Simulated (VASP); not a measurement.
Here is a VASP 6.6.1 calculation.

File INCAR:

```
PREC = Accurate
ENCUT = 600
EDIFF = 1E-6
ISMEAR = 0
SIGMA = 0.1
LREAL = F
LASPH = T
NELM = 80
ALGO = Normal
ISIF = 3
LWAVE = F
LCHARG = F
GGA = PE
IBRION = 2
NSW = 90
EDIFFG = -0.04
```

The input KPOINTS:

```
Automatic mesh
0
Gamma
  4 4 6
```

The input POSCAR:

```
GaN
1.0
    5.1156632600      0.0000000000      0.0000000000
    0.0000000000      5.1156632600      0.0000000000
    0.0000000000      0.0000000000      2.7927058400
Ga N
4 4
Direct
    0.6692432600      0.6692432600      0.5000000000
    0.1692432600      0.8307567400      0.2500000000
    0.3307567400      0.3307567400      0.0000000000
    0.8307567400      0.1692432600      0.7500000000
    0.8307567400      0.8307567400      0.0000000000
    0.3307567400      0.6692432600      0.7500000000
    0.1692432600      0.1692432600      0.5000000000
    0.6692432600      0.3307567400      0.2500000000
```

Potentials or basis: VASP PAW PBE potentials, release 64 (Ga_d, N).

The run is started by

```sh
$ cat potpaw_PBE.64/Ga_d/POTCAR potpaw_PBE.64/N/POTCAR > POTCAR
$ mpirun -np 1 vasp_std > vasp.out
```

Question: Estimate the relaxed cell.

Answer: a = 5.574 Å, b = 5.574 Å, c = 3.012 Å, α = 90.00°, β = 90.00°, γ = 90.00°.

Question: Predict the band gap on the k mesh.

Answer: 1.15 eV (least direct gap 1.24 eV).

Final structure:
```
Ga N
1.0
     5.57355    0.00000    0.00000
     0.00000    5.57355    0.00000
     0.00000    0.00000    3.01157
Ga N
4 4
Cartesian
  3.7325 3.7325 1.5058
  0.9457 4.6278 0.7529
  1.8410 1.8410 0.0000
  4.6278 0.9457 2.2587
  4.6374 4.6374 0.0000
  1.8506 3.7230 2.2587
  0.9362 0.9362 1.5058
  3.7230 1.8506 0.7529
```

 A k mesh can miss the band edges.
